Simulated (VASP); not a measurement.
# TiC (zincblende type) (F-43m) in VASP: notebook

TiC (zincblende type) is run at these levels: PBE, PBEsol; tasks: single point, relaxation of cell and atoms.

Program: VASP 6.6.1. These are calculated values, not measurements. Logs are shortened: lines on timing, memory, paths and dates and some standing lists are left out, and cuts for length are marked.

**1. The cell of the first run**

It takes space group F-43m (No. 216, cubic). Conventional cell: a = 4.728 Å, b = 4.728 Å, c = 4.728 Å, α = 90.00°, β = 90.00°, γ = 90.00°. Within 2.7 Å of Ti (site symmetry -43m) lie 4 C at 2.05 Å. Within 2.7 Å of C (site symmetry -43m) lie 4 Ti at 2.05 Å.

**2. Single point, PBE**

Input file INCAR:

```
SYSTEM = TiC
ALGO     = Normal         ! electronic algorithm
EDIFF    = 1E-6           ! SCF threshold, eV
ENCUT    = 520            ! plane-wave cutoff, eV
GGA      = PE             ! functional
ISIF     = 2              ! what is computed and relaxed
ISMEAR   = -1             ! smearing method
LASPH    = .TRUE.         ! aspherical terms in the spheres
LCHARG   = .FALSE.        ! write CHGCAR
LREAL    = .FALSE.        ! projectors in reciprocal space
LWAVE    = .FALSE.        ! write WAVECAR
NBANDS   = 15             ! bands
NELM     = 60             ! most SCF steps
PREC     = Accurate       ! precision mode
SIGMA    = 0.05           ! smearing width, eV
```

Input file KPOINTS:

```
k-points
0
G
  15 15 15
  0 0 0
```

Input file POSCAR:

```
TiC
1.0
    0.0000000000      2.3641273732      2.3641273732
    2.3641273732      0.0000000000      2.3641273732
    2.3641273732      2.3641273732      0.0000000000
Ti C
1 1
Direct
    0.0000000000      0.0000000000      0.0000000000
    0.2500000000      0.2500000000      0.2500000000
```

Potentials or basis: VASP PAW PBE potentials, release 64 (Ti_sv, C).

Run with:

```console
$ cat potpaw_PBE.64/Ti_sv/POTCAR potpaw_PBE.64/C/POTCAR > POTCAR
$ mpirun -np 1 vasp_std > vasp.out
```

OUTCAR:

```text
SYSTEM = TiC
   EDIFF = 1E-6
   ENCUT = 520
   GGA = PE
   ISIF = 2
   ISMEAR = -1
   LASPH = .TRUE.
   LREAL = .FALSE.
   NELM = 60
   PREC = Accurate

 ion  position               nearest neighbor table
   1  0.000  0.000  0.000-   2 2.05   2 2.05   2 2.05   2 2.05
   2  0.250  0.250  0.250-   1 2.05   1 2.05   1 2.05   1 2.05

  LATTYP: Found a face centered cubic cell.
 ALAT       =     4.7282547464

  Lattice vectors:

 A1 = (   0.0000000000,   2.3641273732,   2.3641273732)
 A2 = (   2.3641273732,   0.0000000000,   2.3641273732)
 A3 = (   2.3641273732,   2.3641273732,   0.0000000000)

Analysis of symmetry for initial positions (statically):
=====================================================================
 Subroutine PRICEL returns:
 Original cell was already a primitive cell.

 Routine SETGRP: Setting up the symmetry group for a
 face centered cubic supercell.

 Subroutine GETGRP returns: Found 24 space group operations
 (whereof 24 operations were pure point group operations)
 out of a pool of 48 trial point group operations.

The static configuration has the point symmetry T_d .

Analysis of symmetry for dynamics (positions and initial velocities):
=====================================================================
 Subroutine PRICEL returns:
 Original cell was already a primitive cell.

 Routine SETGRP: Setting up the symmetry group for a
 face centered cubic supercell.

 Subroutine GETGRP returns: Found 24 space group operations
 (whereof 24 operations were pure point group operations)
 out of a pool of 48 trial point group operations.

The dynamic configuration has the point symmetry T_d .

 Subroutine INISYM returns: Found 24 space group operations
 (whereof 24 operations are pure point group operations),
 and found     1 'primitive' translations

----------------------------------------------------------------------------------------

                                     Primitive cell

  volume of cell :      26.4267

  direct lattice vectors                    reciprocal lattice vectors
     0.000000000  2.364127373  2.364127373    -0.211494527  0.211494527  0.211494527
     2.364127373  0.000000000  2.364127373     0.211494527 -0.211494527  0.211494527
     2.364127373  2.364127373  0.000000000     0.211494527  0.211494527 -0.211494527

  length of vectors
     3.343380994  3.343380994  3.343380994     0.366319266  0.366319266  0.366319266

  position of ions in fractional coordinates (direct lattice)
     0.000000000  0.000000000  0.000000000
     0.250000000  0.250000000  0.250000000

  ion indices of the primitive-cell ions
   primitive index   ion index
                 1           1
                 2           2

----------------------------------------------------------------------------------------

 KPOINTS: k-points

Automatic generation of k-mesh.
 Grid dimensions read from file:
 generate k-points for:   15   15   15

 Generating k-lattice:

  Cartesian coordinates                     Fractional coordinates (reciprocal lattice)
    -0.014099635  0.014099635  0.014099635     0.066666667  0.000000000  0.000000000
     0.014099635 -0.014099635  0.014099635     0.000000000  0.066666667  0.000000000
     0.014099635  0.014099635 -0.014099635     0.000000000  0.000000000  0.066666667

  Length of vectors
     0.024421284  0.024421284  0.024421284

  Shift w.r.t. Gamma in fractional coordinates (k-lattice)
     0.000000000  0.000000000  0.000000000

 Subroutine IBZKPT returns following result:
 ===========================================

 Found    120 irreducible k-points:

 Following reciprocal coordinates:
            Coordinates               Weight
  0.000000  0.000000  0.000000      1.000000
  0.066667  0.000000  0.000000      8.000000
  0.133333  0.000000  0.000000      8.000000
  0.200000  0.000000  0.000000      8.000000
  0.266667  0.000000  0.000000      8.000000
  0.333333  0.000000  0.000000      8.000000
[... 16 lines left out ...]
  0.133333  0.133333  0.000000      6.000000
  0.200000  0.133333  0.000000     24.000000
 [... further k-points ...]
   k-points           NKPTS =    120   k-points in BZ     NKDIM =    120   number of bands    NBANDS=     15
   number of dos      NEDOS =    301   number of ions     NIONS =      2
   total plane-waves  NPLWV =  21952
   dimension x,y,z NGX =    28 NGY =   28 NGZ =   28
   dimension x,y,z NGXF=    56 NGYF=   56 NGZF=   56
   ions per type =               1   1
   NGX,Y,Z   is equivalent  to a cutoff of  13.92, 13.92, 13.92 a.u.
   NGXF,Y,Z  is equivalent  to a cutoff of  27.85, 27.85, 27.85 a.u.
 SYSTEM =  TiC
   PREC   = accura    normal or accurate (medium, high low for compatibility)
   ISTART =      0    job   : 0-new  1-cont  2-samecut
   ICHARG =      2    charge: 1-file 2-atom 10-const
   ISPIN  =      1    spin polarized calculation?
   LNONCOLLINEAR =      F non collinear calculations
   LSORBIT =      F    spin-orbit coupling
   LASPH  =      T    aspherical Exc in radial PAW
   ENCUT  =  520.0 eV  38.22 Ry    6.18 a.u.   6.22  6.22  6.22*2*pi/ulx,y,z
   NELM   =     60;   NELMIN=  2; NELMDL= -5     # of ELM steps
   EDIFF  = 0.1E-05   stopping-criterion for ELM
   LREAL  =      F    real-space projection
   EDIFFG = 0.1E-04   stopping-criterion for IOM
   NSW    =      0    number of steps for IOM
   IBRION =     -1    ionic relax: 0-MD 1-quasi-New 2-CG
   NFREE  =      0    steps in history (QN), initial steepest desc. (CG)
   ISIF   =      2    stress and relaxation
   ISYM   =      2    0-nonsym 1-usesym 2-fastsym
   POTIM  = 0.5000    time-step for ionic-motion
   TEBEG  =    0.0;   TEEND  =   0.0 temperature during run
   PSTRESS=    0.0 pullay stress
   NELECT =      16.0000    total number of electrons
   NUPDOWN=      -1.0000    fix difference up-down
   EMIN   =  10.00;   EMAX   =-10.00  energy-range for DOS
   EFERMI =   0.00;   METHOD = LEGACY
   ISMEAR =    -1;   SIGMA  =   0.05  broadening in eV -4-tet -1-fermi 0-gaus
   EFERMI_NEDOS =   21; number of points for ismear=-14 and -15
   IALGO  =     38    algorithm
   IMIX   =      4    mixing-type and parameters
     AMIX     =   0.40;   BMIX     =  1.00
     AMIX_MAG =   1.60;   BMIX_MAG =  1.00
  volume/ion in A,a.u.               =      13.21        89.17
  Fermi-wavevector in a.u.,A,eV,Ry     =   1.384950  2.617175 26.097134  1.918085
  Thomas-Fermi vector in A             =   2.509406
   LORBIT       =      0    0 simple, 1 ext, 2 COOP (PROOUT), +10 PAW based schemes
   GGA     = PE    functional components
   LHFCALC =     F    Hartree Fock is set to
   AEXX    =    0.0000 exact exchange contribution
   IVDW    =     0    specifies the selected vdW correction
   LEPSILON=     F    determine dielectric tensor
   LRPA    =     F    only Hartree local field effects (RPA)
 non-spin polarized calculation
  energy-cutoff  :      520.00
  volume of cell :       26.43
 maximum number of plane-waves:       728
 NGX is ok and might be reduce to    28
   NGX = 13   NGY = 13   NGZ = 13

 number of electron      16.0000002 magnetization

 Free energy of the ion-electron system (eV)
  ---------------------------------------------------
  ext. energy  EPLUGINS =         0.00000000
  ---------------------------------------------------
  free energy    TOTEN  =       -17.35951581 eV

  energy without entropy =      -17.35936861  energy(sigma->0) =      -17.35944221

 E-fermi :   6.0634     XC(G=0): -11.0641

 val. band max:        5.7639193863   @ k =  -0.2667   0.4667   0.2000
 cond. band min:       6.3335111130   @ k =  -0.2667   0.4667   0.2000
 fundamental gap:      0.5695917266
 Fermi energy:         6.0633854613

 k-point     1 :       0.0000    0.0000    0.0000
  band No.  band energies     occupation
      1     -50.3741      2.00000
      2     -26.5324      2.00000
      3     -26.5324      2.00000
      4     -26.5324      2.00000
      5      -4.4770      2.00000
      6       3.8854      2.00000
      7       3.8854      2.00000
      8       3.8854      2.00000
      9       8.1487      0.00000
     10       8.1487      0.00000
     11      11.6529      0.00000
     12      13.6808      0.00000
     13      13.6808      0.00000
     14      13.6808      0.00000
     15      21.0659      0.00000

 k-point     2 :       0.0667    0.0000    0.0000
  band No.  band energies     occupation
      1     -50.3731      2.00000
      2     -26.5421      2.00000
      3     -26.5338      2.00000
      4     -26.5338      2.00000
      5      -4.4113      2.00000
      6       3.8053      2.00000
      7       3.9170      2.00000
      8       3.9170      2.00000
      9       8.1234      0.00000
     10       8.1234      0.00000
     11      11.8131      0.00000
     12      13.5389      0.00000
     13      13.6487      0.00000
     14      13.6487      0.00000
     15      20.5143      0.00000

 k-point     3 :       0.1333    0.0000    0.0000
  band No.  band energies     occupation
      1     -50.3701      2.00000
      2     -26.5693      2.00000
      3     -26.5377      2.00000
      4     -26.5377      2.00000
      5      -4.2222      2.00000
      6       3.6005      2.00000
      7       4.0036      2.00000
      8       4.0036      2.00000
      9       8.0672      0.00000
     10       8.0673      0.00000
     11      12.1234      0.00000
     12      13.2713      0.00000
     13      13.5383      0.00000
     14      13.5383      0.00000
     15      19.4023      0.00000
[... 343 lines left out ...]
 k-point    23 :       0.1333    0.1333    0.0000
  band No.  band energies     occupation
      1     -50.3687      2.00000
      2     -26.5688      2.00000
      3     -26.5458      2.00000
      4     -26.5458      2.00000
      5      -4.1373      2.00000
      6       3.4626      2.00000
      7       4.0837      2.00000
      8       4.0837      2.00000
      9       7.7639      0.00000
     10       8.2710      0.00000
     11      12.4639      0.00000
     12      13.1947      0.00000
     13      13.1947      0.00000
     14      13.4480      0.00000
     15      19.9775      0.00000

 k-point    24 :       0.2000    0.1333    0.0000
  band No.  band energies     occupation
      1     -50.3655      2.00000
      2     -26.5949      2.00000
      3     -26.5528      2.00000
      4     -26.5511      2.00000
      5      -3.9239      2.00000
      6       3.2682      2.00000
      7       4.1873      2.00000
      8       4.2015      2.00000
      9       7.6052      0.00000
     10       8.3182      0.00000
     11      12.4620      0.00000
     12      12.9136      0.00000
     13      13.0893      0.00000
     14      13.4646      0.00000
     15      19.2762      0.00000

 [... further k-points ...]

------------------------ aborting loop because EDIFF is reached ----------------------------------------

  FORCE on cell =-STRESS in cart. coord.  units (eV):
  Direction    XX          YY          ZZ          XY          YZ          ZX
  --------------------------------------------------------------------------------------
  -------------------------------------------------------------------------------------
  Total        0.0158299      0.0158299      0.0158299      0.0000000     -0.0000000      0.0000000
  in kB        0.9597210      0.9597210      0.9597210      0.0000000     -0.0000000      0.0000000
  external PRESSURE =       0.9597210 kB  Pullay stress =       0.0000000 kB

 VOLUME and BASIS-vectors are now :
 -----------------------------------------------------------------------------
  energy-cutoff  :      520.00
  volume of cell :       26.43
      direct lattice vectors                 reciprocal lattice vectors
     0.000000000  2.364127373  2.364127373    -0.211494527  0.211494527  0.211494527
     2.364127373  0.000000000  2.364127373     0.211494527 -0.211494527  0.211494527
     2.364127373  2.364127373  0.000000000     0.211494527  0.211494527 -0.211494527

 POSITION                                       TOTAL-FORCE (eV/Angst)
 -----------------------------------------------------------------------------------
      0.00000      0.00000      0.00000        -0.000000     -0.000000     -0.000000
      1.18206      1.18206      1.18206         0.000000      0.000000      0.000000
 -----------------------------------------------------------------------------------
    total drift:                                0.000001      0.000001      0.000001

  FREE ENERGIE OF THE ION-ELECTRON SYSTEM (eV)
  ---------------------------------------------------
  free  energy   TOTEN  =       -17.3595158098 eV

  energy  without entropy=      -17.3593686084  energy(sigma->0) =      -17.35944221
```

Wall time 51 s (1 thread of Intel Xeon 8259CL, shared host); peak memory 0.19 GiB.

Results:

| Item | Value |
| --- | --- |
| Free energy | -17.3595 eV |
| Pressure | 0.1 GPa |
| Band gap on the k mesh | 0.57 eV |

Caveat: an odd mesh through Γ misses points on the zone boundary, where band edges can lie.

**3. Single point, PBEsol**

Input file INCAR:

```
PREC = Accurate
ENCUT = 520
EDIFF = 1E-6
ISMEAR = -1
SIGMA = 0.05
LREAL = F
LASPH = T
NELM = 60
ALGO = Normal
ISIF = 2
LWAVE = F
LCHARG = T
GGA = PS
LELF = T
LVHAR = T
NBANDS = 15
```

Input file KPOINTS:

```
Automatic mesh
0
Gamma
  15 15 15
```

POSCAR is that of step 2.

Potentials or basis: VASP PAW PBE potentials, release 64 (Ti_sv, C).

Run with:

```console
$ cat potpaw_PBE.64/Ti_sv/POTCAR potpaw_PBE.64/C/POTCAR > POTCAR
$ mpirun -np 1 vasp_std > vasp.out
```

Run time: 77 s. Hardware: 1 thread of Intel Xeon 8259CL, shared host; peak memory 0.19 GiB.

Results (log left out):

```
Free energy            : -18.2438 eV
Pressure               : -4.4 GPa
Band gap on the k mesh : 0.52 eV
```

Levels at points of the mesh, in eV from the valence-band top:
```tsv
k point	band 4	band 5	band 6	band 7	band 8	band 9	band 10	band 11	band 12	band 13
(0.00, 0.00, 0.00)	-32.17	-10.22	-1.88	-1.88	-1.88	2.35	2.35	5.83	7.94	7.94
```

Caveat: the cell stands under tension; the PAW data sets were made with another functional, which shifts forces and pressure a little; an odd mesh through Γ misses points on the zone boundary, where band edges can lie.

(Continued in part 2 of 3.)
